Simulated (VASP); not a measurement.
# Ge (P6_3/mmc) in VASP: a series of runs, part 2 of 2

VASP 6.6.1. The steps go on from the part before.

**3. Single point, r2SCAN (uniaxial z strain +2.0%)**

File POSCAR:

```
Ge
1.0
    3.9976152111      0.0000000000      0.0000000000
   -1.9988076055      3.4620363274      0.0000000000
    0.0000000000      0.0000000000      6.7246759057
Ge
4
Direct
    0.3333333333      0.6666666667      0.0014442097
    0.6666666667      0.3333333333      0.5014442097
    0.3333333333      0.6666666667      0.3735557903
    0.6666666667      0.3333333333      0.8735557903
```

File INCAR.step1:

```
SYSTEM = Ge
ALGO = Normal
EDIFF = 1E-4
ENCUT = 520
GGA = PE
ISMEAR = -1
LASPH = .True.
LCHARG = .False.
LREAL = .False.
LWAVE = .True.
NBANDS = 36
NELM = 60
PREC = Accurate
SIGMA = 0.02
```

File INCAR.step2:

```
SYSTEM = Ge
ALGO = Normal
EDIFF = 1E-6
ENCUT = 520
ISIF = 2
ISMEAR = -1
ISTART = 1
LASPH = .True.
LCHARG = .True.
LELF = .True.
LMIXTAU = .True.
LREAL = .False.
LVHAR = .True.
LWAVE = .False.
METAGGA = R2SCAN
NBANDS = 36
NELM = 60
PREC = Accurate
SIGMA = 0.02
```

File KPOINTS:

```
k-points
0
Gamma
  12 12 4
  0 0 0
```

Potentials or basis: VASP PAW PBE potentials, release 64 (Ge_d).

The run is started by

```
> cat potpaw_PBE.64/Ge_d/POTCAR > POTCAR
> cp INCAR.step1 INCAR
> mpirun -np 1 vasp_std > vasp.out
> cp INCAR.step2 INCAR
> mpirun -np 1 vasp_std > vasp.out
```

OUTCAR:

```text
SYSTEM = Ge
   EDIFF = 1E-6
   ENCUT = 520
   ISIF = 2
   ISMEAR = -1
   ISTART = 1
   LASPH = .True.
   LREAL = .False.
   METAGGA = R2SCAN
   NELM = 60
   PREC = Accurate

 ion  position               nearest neighbor table
   1  0.333  0.667  0.001-   4 2.46   4 2.46   4 2.46   3 2.50
   2  0.667  0.333  0.501-   3 2.46   3 2.46   3 2.46   4 2.50
   3  0.333  0.667  0.374-   2 2.46   2 2.46   2 2.46   1 2.50
   4  0.667  0.333  0.874-   1 2.46   1 2.46   1 2.46   2 2.50

  LATTYP: Found a hexagonal cell.
 ALAT       =     3.9976152111
 C/A-ratio  =     1.6821718826

  Lattice vectors:

 A1 = (   3.9976152111,   0.0000000000,   0.0000000000)
 A2 = (  -1.9988076055,   3.4620363274,   0.0000000000)
 A3 = (   0.0000000000,   0.0000000000,   6.7246759057)

Analysis of symmetry for initial positions (statically):
=====================================================================
 Subroutine PRICEL returns:
 Original cell was already a primitive cell.

 Routine SETGRP: Setting up the symmetry group for a
 hexagonal supercell.

 Subroutine GETGRP returns: Found 24 space group operations
 (whereof  6 operations were pure point group operations)
 out of a pool of 24 trial point group operations.

The static configuration has the point symmetry C_3v.
 The point group associated with its full space group is D_6h.

Analysis of symmetry for dynamics (positions and initial velocities):
=====================================================================
 Subroutine PRICEL returns:
 Original cell was already a primitive cell.

 Routine SETGRP: Setting up the symmetry group for a
 hexagonal supercell.

 Subroutine GETGRP returns: Found 24 space group operations
 (whereof  6 operations were pure point group operations)
 out of a pool of 24 trial point group operations.

The dynamic configuration has the point symmetry C_3v.
 The point group associated with its full space group is D_6h.

 Subroutine INISYM returns: Found 24 space group operations
 (whereof  6 operations are pure point group operations),
 and found     1 'primitive' translations

----------------------------------------------------------------------------------------

                                     Primitive cell

  volume of cell :      93.0688

  direct lattice vectors                    reciprocal lattice vectors
     3.997615211  0.000000000  0.000000000     0.250149138  0.144423672  0.000000000
    -1.998807605  3.462036327  0.000000000     0.000000000  0.288847345  0.000000000
     0.000000000  0.000000000  6.724675906     0.000000000  0.000000000  0.148706051

  length of vectors
     3.997615211  3.997615211  6.724675906     0.288847345  0.288847345  0.148706051

  position of ions in fractional coordinates (direct lattice)
     0.333333333  0.666666667  0.001444210
     0.666666667  0.333333333  0.501444210
     0.333333333  0.666666667  0.373555790
     0.666666667  0.333333333  0.873555790

  ion indices of the primitive-cell ions
   primitive index   ion index
                 1           1
                 2           2
                 3           3
                 4           4

----------------------------------------------------------------------------------------

 KPOINTS: k-points

Automatic generation of k-mesh.
 Grid dimensions read from file:
 generate k-points for:   12   12    4

 Generating k-lattice:

  Cartesian coordinates                     Fractional coordinates (reciprocal lattice)
     0.020845762  0.012035306  0.000000000     0.083333333 -0.000000000  0.000000000
     0.000000000  0.024070612  0.000000000     0.000000000  0.083333333  0.000000000
     0.000000000  0.000000000  0.037176513     0.000000000  0.000000000  0.250000000

  Length of vectors
     0.024070612  0.024070612  0.037176513

  Shift w.r.t. Gamma in fractional coordinates (k-lattice)
     0.000000000  0.000000000  0.000000000

 Subroutine IBZKPT returns following result:
 ===========================================

 Found     57 irreducible k-points:

 Following reciprocal coordinates:
            Coordinates               Weight
  0.000000  0.000000  0.000000      1.000000
  0.083333  0.000000  0.000000      6.000000
  0.166667  0.000000  0.000000      6.000000
  0.250000  0.000000  0.000000      6.000000
  0.333333  0.000000  0.000000      6.000000
  0.416667  0.000000  0.000000      6.000000
[... 16 lines left out ...]
  0.250000  0.000000  0.250000     12.000000
  0.333333  0.000000  0.250000     12.000000
 [... further k-points ...]
   k-points           NKPTS =     57   k-points in BZ     NKDIM =     57   number of bands    NBANDS=     36
   number of dos      NEDOS =    301   number of ions     NIONS =      4
   total plane-waves  NPLWV =  45000
   dimension x,y,z NGX =    30 NGY =   30 NGZ =   50
   dimension x,y,z NGXF=    60 NGYF=   60 NGZF=  100
   ions per type =               4
   NGX,Y,Z   is equivalent  to a cutoff of  12.48, 12.48, 12.36 a.u.
   NGXF,Y,Z  is equivalent  to a cutoff of  24.95, 24.95, 24.72 a.u.
 SYSTEM =  Ge
   PREC   = accura    normal or accurate (medium, high low for compatibility)
   ISTART =      1    job   : 0-new  1-cont  2-samecut
   ICHARG =      0    charge: 1-file 2-atom 10-const
   ISPIN  =      1    spin polarized calculation?
   LNONCOLLINEAR =      F non collinear calculations
   LSORBIT =      F    spin-orbit coupling
   LASPH  =      T    aspherical Exc in radial PAW
   ENCUT  =  520.0 eV  38.22 Ry    6.18 a.u.   7.43  7.43 12.50*2*pi/ulx,y,z
   NELM   =     60;   NELMIN=  2; NELMDL=  0     # of ELM steps
   EDIFF  = 0.1E-05   stopping-criterion for ELM
   LREAL  =      F    real-space projection
   EDIFFG = 0.1E-04   stopping-criterion for IOM
   NSW    =      0    number of steps for IOM
   IBRION =     -1    ionic relax: 0-MD 1-quasi-New 2-CG
   NFREE  =      0    steps in history (QN), initial steepest desc. (CG)
   ISIF   =      2    stress and relaxation
   ISYM   =      2    0-nonsym 1-usesym 2-fastsym
   POTIM  = 0.5000    time-step for ionic-motion
   TEBEG  =    0.0;   TEEND  =   0.0 temperature during run
   PSTRESS=    0.0 pullay stress
   NELECT =      56.0000    total number of electrons
   NUPDOWN=      -1.0000    fix difference up-down
   EMIN   =  10.00;   EMAX   =-10.00  energy-range for DOS
   EFERMI =   0.00;   METHOD = LEGACY
   ISMEAR =    -1;   SIGMA  =   0.02  broadening in eV -4-tet -1-fermi 0-gaus
   EFERMI_NEDOS =   21; number of points for ismear=-14 and -15
   IALGO  =     38    algorithm
   IMIX   =      4    mixing-type and parameters
     AMIX     =   0.40;   BMIX     =  1.00
     AMIX_MAG =   1.60;   BMIX_MAG =  1.00
  volume/ion in A,a.u.               =      23.27       157.01
  Fermi-wavevector in a.u.,A,eV,Ry     =   1.382090  2.611771 25.989461  1.910172
  Thomas-Fermi vector in A             =   2.506813
   LORBIT       =      0    0 simple, 1 ext, 2 COOP (PROOUT), +10 PAW based schemes
   METAGGA = R2SCAN    functional components
   LHFCALC =     F    Hartree Fock is set to
   AEXX    =    0.0000 exact exchange contribution
   IVDW    =     0    specifies the selected vdW correction
   LEPSILON=     F    determine dielectric tensor
   LRPA    =     F    only Hartree local field effects (RPA)
 non-spin polarized calculation
  energy-cutoff  :      520.00
  volume of cell :       93.07
 maximum number of plane-waves:      2563
 NGX is ok and might be reduce to    30
   NGX = 15   NGY = 15   NGZ = 25

 number of electron      56.0000047 magnetization

 Free energy of the ion-electron system (eV)
  ---------------------------------------------------
  ext. energy  EPLUGINS =         0.00000000
  ---------------------------------------------------
  free energy    TOTEN  =       -55.40368469 eV

  energy without entropy =      -55.40357165  energy(sigma->0) =      -55.40362817

 E-fermi :   4.7477     XC(G=0): -10.6738

 val. band max:        4.7451826143   @ k =   0.0000   0.0000   0.0000
 cond. band min:       4.9488303393   @ k =   0.0000   0.0000   0.0000
 fundamental gap:      0.2036477251
 Fermi energy:         4.7476990847

 k-point     1 :       0.0000    0.0000    0.0000
  band No.  band energies     occupation
      1     -20.9618      2.00000
      2     -20.9618      2.00000
      3     -20.9248      2.00000
      4     -20.9247      2.00000
      5     -20.9100      2.00000
      6     -20.9063      2.00000
[... 925 lines left out ...]
     35      12.1944      0.00000
     36      12.3513      0.00000

 [... further k-points ...]

------------------------ aborting loop because EDIFF is reached ----------------------------------------

  FORCE on cell =-STRESS in cart. coord.  units (eV):
  Direction    XX          YY          ZZ          XY          YZ          ZX
  --------------------------------------------------------------------------------------
  -------------------------------------------------------------------------------------
  Total       -0.2109554     -0.2109554     -1.7583419     -0.0000000      0.0000000      0.0000000
  in kB       -3.6315935     -3.6315935    -30.2698265     -0.0000000      0.0000000      0.0000000
  external PRESSURE =     -12.5110045 kB  Pullay stress =       0.0000000 kB

 VOLUME and BASIS-vectors are now :
 -----------------------------------------------------------------------------
  energy-cutoff  :      520.00
  volume of cell :       93.07
      direct lattice vectors                 reciprocal lattice vectors
     3.997615211  0.000000000  0.000000000     0.250149138  0.144423672  0.000000000
    -1.998807605  3.462036327  0.000000000     0.000000000  0.288847345  0.000000000
     0.000000000  0.000000000  6.724675906     0.000000000  0.000000000  0.148706051

 POSITION                                       TOTAL-FORCE (eV/Angst)
 -----------------------------------------------------------------------------------
     -0.00000      2.30802      0.00971        -0.000000      0.000000     -0.000582
      1.99881      1.15401      3.37205         0.000000      0.000000     -0.000582
     -0.00000      2.30802      2.51204         0.000000      0.000000      0.000582
      1.99881      1.15401      5.87438        -0.000000     -0.000000      0.000582
 -----------------------------------------------------------------------------------
    total drift:                                0.000001      0.000002     -0.001805

  FREE ENERGIE OF THE ION-ELECTRON SYSTEM (eV)
  ---------------------------------------------------
  free  energy   TOTEN  =       -55.4036846929 eV

  energy  without entropy=      -55.4035716528  energy(sigma->0) =      -55.40362817
```

It took 14 min on 1 thread of Intel Xeon 8259CL, shared host; peak memory 0.3 GiB.

Results:

```
Free energy            : -55.4037 eV
Pressure               : -1.3 GPa
Band gap on the k mesh : zero (filled and empty bands touch)
```

Stress tensor (GPa, compression positive):
```
-0.36  0.00  0.00
 0.00 -0.36  0.00
 0.00  0.00 -3.03
```

Caveat: the cell differs from its parent crystal (uniaxial z strain +2.0%); semilocal functionals underestimate gaps, so a narrow gap can read as zero; the PAW data sets were made with another functional, which shifts forces and pressure a little.

**4. Single point, r2SCAN (uniaxial z strain +3.0%)**

File POSCAR:

```
Ge
1.0
    3.9976152111      0.0000000000      0.0000000000
   -1.9988076055      3.4620363274      0.0000000000
    0.0000000000      0.0000000000      6.7906041008
Ge
4
Direct
    0.3333333333      0.6666666667      0.0018796876
    0.6666666667      0.3333333333      0.5018796876
    0.3333333333      0.6666666667      0.3731203124
    0.6666666667      0.3333333333      0.8731203124
```

File INCAR.step1:

```
SYSTEM = Ge
PREC     = Accurate       ! precision mode
ENCUT    = 520            ! plane-wave cutoff, eV
ISMEAR   = -1             ! smearing method
SIGMA    = 0.02           ! smearing width, eV
LREAL    = .FALSE.        ! projectors in reciprocal space
LASPH    = .TRUE.         ! aspherical terms in the spheres
NELM     = 80             ! most SCF steps
NBANDS   = 36             ! bands
GGA      = PE             ! functional
ALGO     = Normal         ! electronic algorithm
EDIFF    = 1E-4           ! SCF threshold, eV
LWAVE    = .TRUE.         ! write WAVECAR
LCHARG   = .FALSE.        ! write CHGCAR
```

File INCAR.step2:

```
SYSTEM = Ge
PREC     = Accurate       ! precision mode
ENCUT    = 520            ! plane-wave cutoff, eV
EDIFF    = 1E-6           ! SCF threshold, eV
ISMEAR   = -1             ! smearing method
SIGMA    = 0.02           ! smearing width, eV
LREAL    = .FALSE.        ! projectors in reciprocal space
LASPH    = .TRUE.         ! aspherical terms in the spheres
NELM     = 80             ! most SCF steps
ALGO     = Normal         ! electronic algorithm
ISIF     = 2              ! what is computed and relaxed
LWAVE    = .FALSE.        ! write WAVECAR
LCHARG   = .FALSE.        ! write CHGCAR
METAGGA  = R2SCAN         ! meta-GGA
LMIXTAU  = .TRUE.       
NBANDS   = 36             ! bands
ISTART   = 1
```

File KPOINTS:

```
Automatic mesh
0
G
  12 12 4
  0 0 0
```

The run is started by

```
> cat potpaw_PBE.64/Ge_d/POTCAR > POTCAR
> cp INCAR.step1 INCAR
> mpirun -np 1 vasp_std > vasp.out
> cp INCAR.step2 INCAR
> mpirun -np 1 vasp_std > vasp.out
```

Run time: 16 min. Hardware: 1 thread of Intel Xeon 8259CL, shared host; peak memory 0.31 GiB.

It converged, with:

```
Free energy            : -55.3828 eV
Pressure               : -1.9 GPa
Band gap on the k mesh : zero (filled and empty bands touch)
```

Stress tensor (GPa, compression positive):
```
-0.52  0.00  0.00
 0.00 -0.52  0.00
 0.00  0.00 -4.52
```

Levels at points of the mesh, in eV from the Fermi level:
```tsv
k point	band 25	band 26	band 27	band 28	band 29	band 30	band 31	band 32
(0.00, 0.00, 0.00)	-1.52	-0.47	-0.21	0.00	0.00	0.27	2.38	2.38
(0.50, 0.00, 0.00)	-4.77	-3.17	-2.97	-1.65	0.77	1.59	3.52	3.81
(0.00, 0.00, 0.50)	-0.92	-0.92	-0.92	-0.92	0.95	0.95	3.48	3.48
(0.50, 0.00, 0.50)	-2.86	-2.86	-2.54	-2.54	0.49	0.49	2.23	2.23
```

Caveat: the cell differs from its parent crystal (uniaxial z strain +3.0%); semilocal functionals underestimate gaps, so a narrow gap can read as zero; the PAW data sets were made with another functional, which shifts forces and pressure a little.

**5. The runs side by side**

```tsv
cell	gap on the mesh (eV)	pressure (GPa)
a = 3.998, b = 3.998, c = 6.659 Å, angles 90.0, 90.0, 120.0°, 4 atoms, atomic positions A	0.11	-0.6
a = 3.998, b = 3.998, c = 6.725 Å, angles 90.0, 90.0, 120.0°, 4 atoms, atomic positions A	none	-1.3
a = 3.998, b = 3.998, c = 6.791 Å, angles 90.0, 90.0, 120.0°, 4 atoms, atomic positions B	none	-1.9
```

Alike in all rows: task single point; level r2SCAN; potentials or basis VASP PAW PBE potentials, release 64 (Ge_d); no spin polarisation; k mesh 12 × 12 × 4; cutoff (eV) 520; smearing fermi-dirac 0.02 eV.

Caveats: the PAW data sets were made with another functional, which shifts forces and pressure a little; semilocal functionals underestimate gaps, so a narrow gap can read as zero (at least some runs).

Absolute energies hang on the potentials; compare differences alone.
